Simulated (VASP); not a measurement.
Set up this calculation in VASP 6.6.1, as the native input.

```yaml
Task: single point
Functional: PBE
Potentials_or_basis: VASP PAW PBE potentials, release 64 (O, Cd, Te)
Cutoff: 520 eV
k_mesh: 6 × 6 × 6
Occupations: fermi-dirac, width 0.02 eV
Spin: non-collinear spin, zero start, spin-orbit coupling
Starting_moments: "[[0.0, 0.0, 0.0], [0.0, 0.0, 0.0], [0.0, 0.0, 0.0], [0.0, 0.0, 0.0]] μB"
Dipole_correction: no
Further_INCAR_settings: ALGO = Normal; EDIFF = 1e-07; NBANDS = 50
```

The structure of Cd2TeO lies in POSCAR:

```
Cd2TeO
1.0
    3.9815462408      0.0000000000      0.0000000000
    0.0000000000      3.9815462408      0.0000000000
    0.0000000000      0.0000000000      5.3991006739
O Cd Te
1 2 1
Direct
    0.0000000000      0.0000000000      0.0000000000
    0.0000000000      0.0000000000      0.5000000000
    0.5000000000      0.5000000000      0.0000000000
    0.5000000000      0.5000000000      0.5000000000
```

One way to write it, as run:

INCAR

```
SYSTEM = Cd2TeO
  PREC = Accurate
  ENCUT = 520
  EDIFF = 1E-7
  ISMEAR = -1
  SIGMA = 0.02
  LREAL = .FALSE.
  LASPH = .TRUE.
  NELM = 150
  ALGO = Normal
  ISIF = 2
  LWAVE = .FALSE.
  LCHARG = .FALSE.
  MAGMOM = 0 0 0 0 0 0 0 0 0 0 0 0
  LORBIT = 11
  LSORBIT = .TRUE.
  GGA_COMPAT = .FALSE.
  LORBMOM = .TRUE.
  GGA = PE
  NBANDS = 50
```

KPOINTS

```
regular mesh
0
G
  6 6 6
  0 0 0
```

Potentials or basis: VASP PAW PBE potentials, release 64 (O, Cd, Te).

Command:

```console
$ cat potpaw_PBE.64/O/POTCAR potpaw_PBE.64/Cd/POTCAR potpaw_PBE.64/Te/POTCAR > POTCAR
$ mpirun -np 1 vasp_ncl > vasp.out
```

Results of the run:

| Item | Value |
| --- | --- |
| Pressure | 2.5 GPa |
| Net moment | 0.00 μB per cell |
| Valence electrons inside the program's atomic spheres | O 4.78; Cd 10.28, 10.20; Te 3.52 |

Wall time 5.8 min on 1 thread of Intel(R) Xeon(R) Platinum 8488C (Sapphire Rapids), with other jobs on the host, peak memory 0.49 GiB.
